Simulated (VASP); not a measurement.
# Cd3HgO4 (Pmmm) in VASP: single point with PBE

Aim: the single point of Cd3HgO4 with PBE.

Everything below comes from runs of VASP 6.6.1. Logs are shortened: lines on timing, memory, paths and dates and some standing lists are left out, and cuts for length are marked.

## 1. The cell of the first run

The structure is orthorhombic, space group Pmmm (No. 47). Conventional cell: a = 3.407 Å, b = 4.780 Å, c = 6.830 Å, α = 90.00°, β = 90.00°, γ = 90.00°. Cd (site symmetry mm2) has 6 O at 2.39 to 2.43 Å within 3.2 Å. Cd (site symmetry mmm) has 6 O at 2.36 to 2.39 Å within 3.1 Å. Hg (site symmetry mmm) has 6 O at 2.39 to 2.47 Å within 3.2 Å. Within 3.2 Å of O (site symmetry mmm) lie 2 Hg at 2.39 Å and 4 Cd at 2.43 Å. Within 3.1 Å of O (site symmetry mm2) lie 4 Cd at 2.36 to 2.39 Å and 2 Hg at 2.47 Å. O (site symmetry mmm) has 6 Cd at 2.39 to 2.40 Å within 3.2 Å.

## 2. Single point, PBE

Input file INCAR:

```
PREC = Accurate ; ENCUT = 520
EDIFF = 1E-6 ; ISMEAR = 0
SIGMA = 0.1 ; LREAL = F
LASPH = T ; NELM = 80
ALGO = Normal ; ISIF = 2
LWAVE = F ; LCHARG = F
GGA = PE ; NBANDS = 46
```

Input file KPOINTS:

```
Automatic mesh
0
Gamma
  12 8 6
```

Input file POSCAR:

```
Cd3HgO4
1.0
    3.4074471841      0.0000000000      0.0000000000
    0.0000000000      4.7798710162      0.0000000000
    0.0000000000      0.0000000000      6.8303752428
Cd Hg O
3 1 4
Direct
    0.5000000000      0.5000000000      0.2527376446
    0.0000000000      0.0000000000      0.5000000000
    0.5000000000      0.5000000000      0.7472623554
    0.0000000000      0.0000000000      0.0000000000
    0.0000000000      0.5000000000      0.0000000000
    0.5000000000      0.0000000000      0.2614946397
    0.0000000000      0.5000000000      0.5000000000
    0.5000000000      0.0000000000      0.7385053603
```

Potentials or basis: VASP PAW PBE potentials, release 64 (Cd, Hg, O).

Run with:

```console
$ cat potpaw_PBE.64/Cd/POTCAR potpaw_PBE.64/Hg/POTCAR potpaw_PBE.64/O/POTCAR > POTCAR
$ mpirun -np 1 vasp_std > vasp.out
```

OUTCAR:

```text
PREC = Accurate
   ENCUT = 520
   EDIFF = 1E-6
   ISMEAR = 0
   LREAL = F
   LASPH = T
   NELM = 80
   ISIF = 2
   GGA = PE

 ion  position               nearest neighbor table
   1  0.500  0.500  0.253-   6 2.39   6 2.39   7 2.40   7 2.40   5 2.43   5 2.43   3 3.38   2 3.39
                             2 3.39   2 3.39   2 3.39   4 3.41   4 3.41   4 3.41   4 3.41   3 3.45
   2  0.000  0.000  0.500-   6 2.36   8 2.36   6 2.36   8 2.36   7 2.39   7 2.39   3 3.39   3 3.39
                             1 3.39   3 3.39   1 3.39   1 3.39   1 3.39   3 3.39   4 3.42   4 3.42
   3  0.500  0.500  0.747-   8 2.39   8 2.39   7 2.40   7 2.40   5 2.43   5 2.43   1 3.38   2 3.39
                             2 3.39   2 3.39   2 3.39   4 3.41   4 3.41   4 3.41   4 3.41   1 3.45
   4  0.000  0.000  0.000-   5 2.39   5 2.39   8 2.47   6 2.47   6 2.47   8 2.47   3 3.41   3 3.41
                             1 3.41   3 3.41   1 3.41   1 3.41   1 3.41   3 3.41   2 3.42   2 3.42
   5  0.000  0.500  0.000-   4 2.39   4 2.39   1 2.43   3 2.43   1 2.43   3 2.43
   6  0.500  0.000  0.261-   2 2.36   2 2.36   1 2.39   1 2.39   4 2.47   4 2.47
   7  0.000  0.500  0.500-   2 2.39   2 2.39   3 2.40   1 2.40   1 2.40   3 2.40
   8  0.500  0.000  0.739-   2 2.36   2 2.36   3 2.39   3 2.39   4 2.47   4 2.47

  LATTYP: Found a simple orthorhombic cell.
 ALAT       =     3.4074471841
 B/A-ratio  =     1.4027718576
 C/A-ratio  =     2.0045432471

  Lattice vectors:

 A1 = (   3.4074471841,   0.0000000000,   0.0000000000)
 A2 = (   0.0000000000,   4.7798710162,   0.0000000000)
 A3 = (   0.0000000000,   0.0000000000,   6.8303752428)

Analysis of symmetry for initial positions (statically):
=====================================================================
 Subroutine PRICEL returns:
 Original cell was already a primitive cell.

 Routine SETGRP: Setting up the symmetry group for a
 simple orthorhombic supercell.

 Subroutine GETGRP returns: Found  8 space group operations
 (whereof  8 operations were pure point group operations)
 out of a pool of  8 trial point group operations.

The static configuration has the point symmetry D_2h.

Analysis of symmetry for dynamics (positions and initial velocities):
=====================================================================
 Subroutine PRICEL returns:
 Original cell was already a primitive cell.

 Routine SETGRP: Setting up the symmetry group for a
 simple orthorhombic supercell.

 Subroutine GETGRP returns: Found  8 space group operations
 (whereof  8 operations were pure point group operations)
 out of a pool of  8 trial point group operations.

The dynamic configuration has the point symmetry D_2h.

 Subroutine INISYM returns: Found  8 space group operations
 (whereof  8 operations are pure point group operations),
 and found     1 'primitive' translations

----------------------------------------------------------------------------------------

                                     Primitive cell

  volume of cell :     111.2474

  direct lattice vectors                    reciprocal lattice vectors
     3.407447184  0.000000000  0.000000000     0.293474835  0.000000000  0.000000000
     0.000000000  4.779871016  0.000000000     0.000000000  0.209210666  0.000000000
     0.000000000  0.000000000  6.830375243     0.000000000  0.000000000  0.146404841

  length of vectors
     3.407447184  4.779871016  6.830375243     0.293474835  0.209210666  0.146404841

  position of ions in fractional coordinates (direct lattice)
     0.500000000  0.500000000  0.252737645
     0.000000000  0.000000000  0.500000000
     0.500000000  0.500000000  0.747262355
     0.000000000  0.000000000  0.000000000
     0.000000000  0.500000000  0.000000000
     0.500000000  0.000000000  0.261494640
     0.000000000  0.500000000  0.500000000
     0.500000000  0.000000000  0.738505360

  ion indices of the primitive-cell ions
   primitive index   ion index
                 1           1
                 2           2
                 3           3
                 4           4
                 5           5
                 6           6
                 7           7
                 8           8

----------------------------------------------------------------------------------------

 KPOINTS: Automatic mesh

Automatic generation of k-mesh.
 Grid dimensions read from file:
 generate k-points for:   12    8    6

 Generating k-lattice:

  Cartesian coordinates                     Fractional coordinates (reciprocal lattice)
     0.024456236  0.000000000  0.000000000     0.083333333  0.000000000  0.000000000
     0.000000000  0.026151333  0.000000000     0.000000000  0.125000000  0.000000000
     0.000000000  0.000000000  0.024400807     0.000000000  0.000000000  0.166666667

  Length of vectors
     0.024456236  0.026151333  0.024400807

  Shift w.r.t. Gamma in fractional coordinates (k-lattice)
     0.000000000  0.000000000  0.000000000

 Subroutine IBZKPT returns following result:
 ===========================================

 Found    140 irreducible k-points:

 Following reciprocal coordinates:
            Coordinates               Weight
  0.000000  0.000000  0.000000      1.000000
  0.083333  0.000000  0.000000      2.000000
  0.166667  0.000000  0.000000      2.000000
  0.250000  0.000000  0.000000      2.000000
  0.333333  0.000000  0.000000      2.000000
  0.416667  0.000000  0.000000      2.000000
[... 16 lines left out ...]
  0.083333  0.375000  0.000000      4.000000
  0.166667  0.375000  0.000000      4.000000
 [... further k-points ...]
   k-points           NKPTS =    140   k-points in BZ     NKDIM =    140   number of bands    NBANDS=     46
   number of dos      NEDOS =    301   number of ions     NIONS =      8
   total plane-waves  NPLWV =  54432
   dimension x,y,z NGX =    28 NGY =   36 NGZ =   54
   dimension x,y,z NGXF=    56 NGYF=   72 NGZF=  108
   ions per type =               3   1   4
   NGX,Y,Z   is equivalent  to a cutoff of  13.66, 12.52, 13.14 a.u.
   NGXF,Y,Z  is equivalent  to a cutoff of  27.32, 25.04, 26.29 a.u.
 SYSTEM =  unknown system
   PREC   = accura    normal or accurate (medium, high low for compatibility)
   ISTART =      0    job   : 0-new  1-cont  2-samecut
   ICHARG =      2    charge: 1-file 2-atom 10-const
   ISPIN  =      1    spin polarized calculation?
   LNONCOLLINEAR =      F non collinear calculations
   LSORBIT =      F    spin-orbit coupling
   LASPH  =      T    aspherical Exc in radial PAW
   ENCUT  =  520.0 eV  38.22 Ry    6.18 a.u.   6.34  8.89 12.70*2*pi/ulx,y,z
   NELM   =     80;   NELMIN=  2; NELMDL= -5     # of ELM steps
   EDIFF  = 0.1E-05   stopping-criterion for ELM
   LREAL  =      F    real-space projection
[... 7 lines left out ...]
   TEBEG  =    0.0;   TEEND  =   0.0 temperature during run
   PSTRESS=    0.0 pullay stress
   NELECT =      72.0000    total number of electrons
   NUPDOWN=      -1.0000    fix difference up-down
   EMIN   =  10.00;   EMAX   =-10.00  energy-range for DOS
   EFERMI =   0.00;   METHOD = LEGACY
   ISMEAR =     0;   SIGMA  =   0.10  broadening in eV -4-tet -1-fermi 0-gaus
   EFERMI_NEDOS =   21; number of points for ismear=-14 and -15
   IALGO  =     38    algorithm
   IMIX   =      4    mixing-type and parameters
     AMIX     =   0.40;   BMIX     =  1.00
     AMIX_MAG =   1.60;   BMIX_MAG =  1.00
  volume/ion in A,a.u.               =      13.91        93.84
  Fermi-wavevector in a.u.,A,eV,Ry     =   1.416084  2.676011 27.283683  2.005294
  Thomas-Fermi vector in A             =   2.537455
   LORBIT       =      0    0 simple, 1 ext, 2 COOP (PROOUT), +10 PAW based schemes
   GGA     = PE    functional components
   LHFCALC =     F    Hartree Fock is set to
   AEXX    =    0.0000 exact exchange contribution
   IVDW    =     0    specifies the selected vdW correction
   LEPSILON=     F    determine dielectric tensor
   LRPA    =     F    only Hartree local field effects (RPA)
 non-spin polarized calculation
 Gauss-broadening in eV      SIGMA  =   0.10
  energy-cutoff  :      520.00
  volume of cell :      111.25
 maximum number of plane-waves:      3026
 NGX is ok and might be reduce to    28
   NGX = 13   NGY = 17   NGZ = 25

 number of electron      71.9999992 magnetization

 Free energy of the ion-electron system (eV)
  ---------------------------------------------------
  ext. energy  EPLUGINS =         0.00000000
  ---------------------------------------------------
  free energy    TOTEN  =       -28.52701192 eV

  energy without entropy =      -28.52189407  energy(sigma->0) =      -28.52445299

 E-fermi :   1.9527     XC(G=0): -11.3968

 val. band max:        1.9454427078   @ k =   0.1667   0.5000   0.3333
 cond. band min:       1.9546766541   @ k =   0.0000   0.5000   0.0000
 fundamental gap:      0.0092339463
 Fermi energy:         1.9527473051

 k-point     1 :       0.0000    0.0000    0.0000
  band No.  band energies     occupation
      1     -15.4198      2.00000
      2     -14.9241      2.00000
      3     -14.8116      2.00000
      4     -14.7282      2.00000
      5      -5.4493      2.00000
      6      -5.3825      2.00000
[... 38 lines left out ...]
     45      11.0840      0.00000
     46      12.8995      0.00000

 k-point     2 :       0.0833    0.0000    0.0000
  band No.  band energies     occupation
      1     -15.3922      2.00000
      2     -14.9181      2.00000
      3     -14.8142      2.00000
      4     -14.7242      2.00000
      5      -5.3939      2.00000
      6      -5.3538      2.00000
[... 38 lines left out ...]
     45      11.1581      0.00000
     46      12.2450      0.00000

 k-point     3 :       0.1667    0.0000    0.0000
  band No.  band energies     occupation
      1     -15.3148      2.00000
      2     -14.9032      2.00000
      3     -14.8212      2.00000
      4     -14.7121      2.00000
      5      -5.2938      2.00000
      6      -5.2357      2.00000
[... 1018 lines left out ...]
     45      12.5972      0.00000
     46      12.7074      0.00000

 k-point    24 :       0.1667    0.3750    0.0000
  band No.  band energies     occupation
      1     -15.0885      2.00000
      2     -14.9092      2.00000
      3     -14.7434      2.00000
      4     -14.6868      2.00000
      5      -5.5819      2.00000
      6      -5.3717      2.00000
[... 38 lines left out ...]
     45      11.8747      0.00000
     46      11.9087      0.00000

 [... further k-points ...]

------------------------ aborting loop because EDIFF is reached ----------------------------------------

  FORCE on cell =-STRESS in cart. coord.  units (eV):
  Direction    XX          YY          ZZ          XY          YZ          ZX
  --------------------------------------------------------------------------------------
  -------------------------------------------------------------------------------------
  Total        0.7458728      0.7809850      0.7376431     -0.0000000      0.0000000      0.0000000
  in kB       10.7420076     11.2476921     10.6234850     -0.0000000      0.0000000      0.0000000
  external PRESSURE =      10.8710615 kB  Pullay stress =       0.0000000 kB

 VOLUME and BASIS-vectors are now :
 -----------------------------------------------------------------------------
  energy-cutoff  :      520.00
  volume of cell :      111.25
      direct lattice vectors                 reciprocal lattice vectors
     3.407447184  0.000000000  0.000000000     0.293474835  0.000000000  0.000000000
     0.000000000  4.779871016  0.000000000     0.000000000  0.209210666  0.000000000
     0.000000000  0.000000000  6.830375243     0.000000000  0.000000000  0.146404841

 POSITION                                       TOTAL-FORCE (eV/Angst)
 -----------------------------------------------------------------------------------
      1.70372      2.38994      1.72629         0.000000      0.000000     -0.008380
      0.00000      0.00000      3.41519         0.000000     -0.000000      0.000000
      1.70372      2.38994      5.10408         0.000000     -0.000000      0.008380
      0.00000      0.00000      0.00000         0.000000     -0.000000      0.000000
      0.00000      2.38994      0.00000         0.000000     -0.000000      0.000000
      1.70372      0.00000      1.78611         0.000000     -0.000000     -0.011205
      0.00000      2.38994      3.41519         0.000000     -0.000000      0.000000
      1.70372      0.00000      5.04427         0.000000     -0.000000      0.011205
 -----------------------------------------------------------------------------------
    total drift:                                0.000000      0.000000      0.000000

  FREE ENERGIE OF THE ION-ELECTRON SYSTEM (eV)
  ---------------------------------------------------
  free  energy   TOTEN  =       -28.5270119202 eV

  energy  without entropy=      -28.5218940692  energy(sigma->0) =      -28.52445299
```

Run time: 16 min. Hardware: 1 thread of Intel Xeon 8259CL, shared host; peak memory 0.66 GiB.

What came out:

```
Free energy            : -28.5270 eV
Pressure               : 1.1 GPa
Largest force          : 0.011 eV/Å
Band gap on the k mesh : zero (bands 36 and 37 overlap by 0.43 eV)
```

Forces on the atoms (eV/Å):
```
Cd   0.000  0.000 -0.008
Cd   0.000  0.000  0.000
Cd   0.000  0.000  0.008
Hg   0.000  0.000  0.000
O    0.000  0.000  0.000
O    0.000  0.000 -0.011
O    0.000  0.000  0.000
O    0.000  0.000  0.011
```

Caveat: semilocal functionals underestimate gaps, so a narrow gap can read as zero; spin-orbit coupling is left out, which moves the levels of the heavy elements.
